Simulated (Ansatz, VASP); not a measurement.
# ZrO2 in VASP and in Ansatz

INCAR

```
ALGO = Normal ; EDIFF = 1E-6
ENCUT = 600 ; GGA = PS
GGA_COMPAT = False ; ISIF = 2
ISMEAR = 0 ; LASPH = True
LCHARG = False ; LREAL = False
LWAVE = False ; NBANDS = 19
NELM = 120 ; PREC = Accurate
SIGMA = 0.02
```

KPOINTS

```
k-points
0
Gamma
  8 8 8
```

File POSCAR:

```
ZrO2
1.0
    0.0000000000      2.5321241489      2.5321241489
    2.5321241489      0.0000000000      2.5321241489
    2.5321241489      2.5321241489      0.0000000000
Zr O
1 2
Direct
    0.0000000000      0.0000000000      0.0000000000
    0.2500000000      0.2500000000      0.2500000000
    0.7500000000      0.7500000000      0.7500000000
```

Input for Ansatz:

```yaml
crystal:
  lattice:
    - [0.0, 2.5321241489, 2.5321241489]
    - [2.5321241489, 0.0, 2.5321241489]
    - [2.5321241489, 2.5321241489, 0.0]
  atoms:
    - { symbol: Zr, position: [0.0, 0.0, 0.0] }
    - { symbol: O, position: [0.25, 0.25, 0.25] }
    - { symbol: O, position: [0.75, 0.75, 0.75] }
basis: {}
kpoints:
  mp_grid: { grid: [8, 8, 8] }
hamiltonian:
  xc: pbesol
  pseudopotentials: { kind: all_electron, lapw: {} }
scf:
  occupations: { method: gaussian, width: 0.02 }
output:
  forces: true
  stress: true
  eigenvalues: true
```

Alike in both runs: task single point; functional PBEsol; k mesh 8 × 8 × 8; occupations gaussian, width 0.02 eV; no spin polarisation.

```csv
,VASP,Ansatz
version,VASP 6.6.1,Ansatz 0.2.0
potentials or method,"VASP PAW PBE potentials, release 64 (Zr_sv, O), cutoff 600 eV","scalar-relativistic, all-electron LAPW"
```

```csv
,VASP,Ansatz,Ansatz less VASP
gap on the k mesh at the Fermi level (eV),3.32,3.33,+0.004
least direct gap on the mesh (eV),3.76,3.76,+0.001
pressure (GPa),0.2,0.0,-0.25
```

VASP's potentials were made for PBE, not for PBEsol. Ansatz ran all-electron here, and VASP with PAW potentials.
